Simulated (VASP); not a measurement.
# BeS (I4cm) in VASP: further runs, part 2 of 2

VASP 6.6.1.

## Step 3: Single point, PBE

INCAR

```
SYSTEM = BeS
PREC = Accurate
ENCUT = 520
EDIFF = 1E-7
ISMEAR = 0
SIGMA = 0.01
LREAL = .FALSE.
LASPH = .TRUE.
NELM = 80
ALGO = Normal
ISIF = 2
LWAVE = .FALSE.
LCHARG = .FALSE.
GGA = PE
NBANDS = 26
```

KPOINTS

```
Automatic mesh
0
G
  6 6 6
  0 0 0
```

POSCAR

```
BeS
1.0
   -3.3748910755      3.3748910755      2.8387579953
    3.3748910755     -3.3748910755      2.8387579953
    3.3748910755      3.3748910755     -2.8387579953
Be S
4 4
Direct
    0.5457617942      0.0457617942      0.2223278143
    0.8234339799      0.3234339799      0.7776721857
    0.0457617942      0.8234339799      0.5000000000
    0.3234339799      0.5457617942      0.5000000000
    0.6575663849      0.4732378412      0.5000000000
    0.9732378412      0.1575663849      0.5000000000
    0.1575663849      0.6575663849      0.1843285437
    0.4732378412      0.9732378412      0.8156714563
```

Potentials or basis: VASP PAW PBE potentials, release 64 (Be, S).

The run is started by

```sh
> cat potpaw_PBE.64/Be/POTCAR potpaw_PBE.64/S/POTCAR > POTCAR
> mpirun -np 1 vasp_std > vasp.out
```

Wall time 88 s (1 thread of Intel Xeon Platinum 8488C (Sapphire Rapids), shared host); peak memory 0.28 GiB.

The run converged. Its results:

```
Free energy            : -39.2999 eV
Pressure               : 0.0 GPa
Largest force          : 0.005 eV/Å
Band gap on the k mesh : 4.06 eV
```

Forces in eV/Å, atoms in the order of the input:
```
Be   0.003  0.003  0.000
Be  -0.003 -0.003  0.000
Be  -0.003  0.003  0.000
Be   0.003 -0.003  0.000
S    0.003 -0.003  0.000
S   -0.003  0.003  0.000
S   -0.003 -0.003  0.000
S    0.003  0.003  0.000
```

Levels at points of the mesh, in eV from the valence-band top:
```
           k point  band 12  band 13  band 14  band 15  band 16  band 17  band 18  band 19  band 20  band 21
(0.00, 0.00, 0.00)    -1.95    -1.17    -0.10    -0.10    -0.10     4.07     5.13     5.13     5.26     5.87
(0.50, 0.00, 0.00)    -1.98    -1.67    -1.67    -1.10    -1.10     4.85     4.85     5.46     5.46     6.10
(0.50, 0.50, 0.00)    -1.85    -1.34    -1.21    -0.94    -0.37     4.66     4.86     5.48     5.69     6.25
(0.50, 0.50, 0.50)    -1.45    -1.45    -1.12    -1.12     0.00     4.06     5.19     5.64     5.68     6.21
```

A k mesh can miss the band edges.

## Step 4: Relaxation of cell and atoms, PBE

INCAR

```
PREC     = Accurate       # precision mode
ENCUT    = 600            # plane-wave cutoff, eV
EDIFF    = 1E-6           # SCF threshold, eV
ISMEAR   = 0              # smearing method
SIGMA    = 0.02           # smearing width, eV
LREAL    = F              # projectors in reciprocal space
LASPH    = T              # aspherical terms in the spheres
NELM     = 100            # most SCF steps
ALGO     = Normal         # electronic algorithm
ISIF     = 3              # what is computed and relaxed
LWAVE    = F              # write WAVECAR
LCHARG   = F              # write CHGCAR
GGA      = PE             # functional
IBRION   = 2              # ionic algorithm
NSW      = 100            # ionic steps
EDIFFG   = -0.01          # ionic threshold
```

KPOINTS

```
Automatic mesh
0
Gamma
  6 6 6
```

POSCAR

```
BeS
1.0
   -3.3759136451      3.3759136451      2.8346529007
    3.3759136451     -3.3759136451      2.8346529007
    3.3759136451      3.3759136451     -2.8346529007
Be S
4 4
Direct
    0.5460355413      0.0460355413      0.2223679850
    0.8236675563      0.3236675563      0.7776320150
    0.0460355413      0.8236675563      0.5000000000
    0.3236675563      0.5460355413      0.5000000000
    0.6572929848      0.4730039177      0.5000000000
    0.9730039177      0.1572929848      0.5000000000
    0.1572929848      0.6572929848      0.1842890671
    0.4730039177      0.9730039177      0.8157109329
```

Potentials or basis: VASP PAW PBE potentials, release 64 (Be, S).

The run is started by

```sh
> cat potpaw_PBE.64/Be/POTCAR potpaw_PBE.64/S/POTCAR > POTCAR
> mpirun -np 1 vasp_std > vasp.out
```

OUTCAR:

```text
PREC = Accurate
   ENCUT = 600
   EDIFF = 1E-6
   ISMEAR = 0
   LREAL = F
   LASPH = T
   NELM = 100
   ISIF = 3
   GGA = PE
   IBRION = 2
   NSW = 100
   EDIFFG = -0.01

 ion  position               nearest neighbor table
   1  0.546  0.046  0.222-   8 2.08   7 2.10   5 2.14   6 2.14
   2  0.824  0.324  0.778-   7 2.08   8 2.10   5 2.14   6 2.14
   3  0.046  0.824  0.500-   6 2.08   5 2.10   8 2.14   7 2.14
   4  0.324  0.546  0.500-   5 2.08   6 2.10   8 2.14   7 2.14
   5  0.657  0.473  0.500-   4 2.08   3 2.10   1 2.14   2 2.14
[... 847 lines left out ...]
  Total       -0.0392158     -0.0392158      0.0188382      0.0000000      0.0000000      0.0000000
  in kB       -0.4854915     -0.4854915      0.2332169      0.0000000      0.0000000      0.0000000
  external PRESSURE =      -0.2459221 kB  Pullay stress =       0.0000000 kB

 VOLUME and BASIS-vectors are now :
 -----------------------------------------------------------------------------
  energy-cutoff  :      600.00
  volume of cell :      129.42
      direct lattice vectors                 reciprocal lattice vectors
    -3.376427339  3.376427339  2.838021409     0.000000000  0.148085521  0.176179080
     3.376427339 -3.376427339  2.838021409     0.148085521  0.000000000  0.176179080
     3.376427339  3.376427339 -2.838021409     0.148085521  0.148085521  0.000000000

 POSITION                                       TOTAL-FORCE (eV/Angst)
 -----------------------------------------------------------------------------------
     -0.93723      2.43920      1.04846         0.000468      0.000468     -0.007807
      0.93723      4.31365      1.04846        -0.000468     -0.000468     -0.007807
      4.31365     -0.93723      1.04846        -0.000468      0.000468     -0.007807
      2.43920      0.93723      1.04846         0.000468     -0.000468     -0.007807
      1.06583      2.31059      1.78956         0.001620     -0.001620      0.007807
     -1.06583      4.44226      1.78956        -0.001620      0.001620      0.007807
      2.31059     -1.06583      1.78956        -0.001620     -0.001620      0.007807
      4.44226      1.06583      1.78956         0.001620      0.001620      0.007807
 -----------------------------------------------------------------------------------
    total drift:                               -0.000000     -0.000000      0.000340

  FREE ENERGIE OF THE ION-ELECTRON SYSTEM (eV)
  ---------------------------------------------------
  free  energy   TOTEN  =       -39.3009539208 eV

  energy  without entropy=      -39.3009539208  energy(sigma->0) =      -39.30095392

 reached required accuracy - stopping structural energy minimisation
```

CONTCAR:

```text
BeS
   1.00000000000000
    -3.3764273387639308    3.3764273387639308    2.8380214089786509
     3.3764273387639308   -3.3764273387639308    2.8380214089786509
     3.3764273387639308    3.3764273387639308   -2.8380214089786509
  Be              S
     4     4
Direct
     0.5459276836999009    0.0459276836999008    0.2224205258808484
     0.8235071578190524    0.3235071578190524    0.7775794741191516
     0.0459276836999008    0.8235071578190524    0.5000000000000000
     0.3235071578190524    0.5459276836999009    0.5000000000000000
     0.6574481121506913    0.4731170464303573    0.5000000000000000
     0.9731170464303572    0.1574481121506913    0.5000000000000000
     0.1574481121506913    0.6574481121506913    0.1843310657203340
     0.4731170464303573    0.9731170464303572    0.8156689342796660

  0.00000000E+00  0.00000000E+00  0.00000000E+00
  0.00000000E+00  0.00000000E+00  0.00000000E+00
  0.00000000E+00  0.00000000E+00  0.00000000E+00
  0.00000000E+00  0.00000000E+00  0.00000000E+00
  0.00000000E+00  0.00000000E+00  0.00000000E+00
  0.00000000E+00  0.00000000E+00  0.00000000E+00
  0.00000000E+00  0.00000000E+00  0.00000000E+00
  0.00000000E+00  0.00000000E+00  0.00000000E+00
```

It took 2.3 min on 1 thread of Intel Xeon Platinum 8488C (Sapphire Rapids), shared host; peak memory 0.36 GiB.

Results:

```
Free energy                           : -39.3010 eV
Relaxed volume                        : 16.18 Å³/atom
Relaxed cell                          : a = 5.555 Å, b = 5.555 Å, c = 5.555 Å, α = 105.13°, β = 105.13°, γ = 118.55°
Space group after relaxing (to 0.1 Å) : I4cm (No. 108)
Energy gained by relaxing             : 0.0 meV/atom
Ionic steps                           : 2
Pressure after relaxing               : 0.0 GPa
Largest force after relaxing          : 0.008 eV/Å
Band gap on the k mesh                : 4.06 eV
```

Forces in eV/Å, atoms in the order of the input:
```
Be   0.000  0.000 -0.008
Be   0.000  0.000 -0.008
Be   0.000  0.000 -0.008
Be   0.000  0.000 -0.008
S    0.002 -0.002  0.008
S   -0.002  0.002  0.008
S   -0.002 -0.002  0.008
S    0.002  0.002  0.008
```

Step by step:
| step | energy change (eV) | largest force (eV/Å) | pressure (GPa) | volume (Å³) |
| --- | --- | --- | --- | --- |
| 1 | 0.0000 | 0.0166 | 0.10 | 129.22 |
| 2 | -0.0002 | 0.0081 | -0.02 | 129.42 |

Final structure:
```
Be S
1.0
    -3.37643    3.37643    2.83802
     3.37643   -3.37643    2.83802
     3.37643    3.37643   -2.83802
Be S
4 4
Direct
  0.54593 0.04593 0.22242
  0.82351 0.32351 0.77758
  0.04593 0.82351 0.50000
  0.32351 0.54593 0.50000
  0.65745 0.47312 0.50000
  0.97312 0.15745 0.50000
  0.15745 0.65745 0.18433
  0.47312 0.97312 0.81567
```

Levels at points of the mesh, in eV from the valence-band top:
| k point | band 12 | band 13 | band 14 | band 15 | band 16 | band 17 | band 18 | band 19 | band 20 | band 21 |
| --- | --- | --- | --- | --- | --- | --- | --- | --- | --- | --- |
| (0.00, 0.00, 0.00) | -1.95 | -1.17 | -0.10 | -0.10 | -0.09 | 4.08 | 5.13 | 5.13 | 5.26 | 5.88 |
| (0.50, 0.00, 0.00) | -1.98 | -1.66 | -1.66 | -1.10 | -1.10 | 4.85 | 4.85 | 5.46 | 5.46 | 6.10 |
| (0.50, 0.50, 0.00) | -1.85 | -1.33 | -1.20 | -0.94 | -0.37 | 4.66 | 4.86 | 5.49 | 5.69 | 6.25 |
| (0.50, 0.50, 0.50) | -1.44 | -1.44 | -1.12 | -1.12 | 0.00 | 4.06 | 5.18 | 5.64 | 5.67 | 6.22 |

A k mesh can miss the band edges.

## Step 5: The runs side by side

| task | cell | cutoff (eV) | smearing | gap on the mesh (eV) | pressure (GPa) | largest force (eV/Å) |
| --- | --- | --- | --- | --- | --- | --- |
| single point | a = 5.553 Å, angles 105.2, 105.2, 118.5°, 8 atoms, atomic positions A | 520 | gaussian 0.02 eV | 4.06 | 0.0 | 0.01 |
| single point | a = 5.553 Å, angles 105.1, 105.1, 118.5°, 8 atoms, atomic positions A | 520 | gaussian 0.01 eV | 4.06 | 0.0 | - |
| relaxation of cell and atoms | relaxed from a = 5.552 Å, angles 105.1, 105.1, 118.6°, 8 atoms, atomic positions B | 600 | gaussian 0.02 eV | 4.06 | 0.0 | 0.01 |

Alike in all rows: level PBE; potentials or basis VASP PAW PBE potentials, release 64 (Be, S); no spin polarisation; k mesh 6 × 6 × 6.

Absolute energies hang on the potentials; compare differences alone.
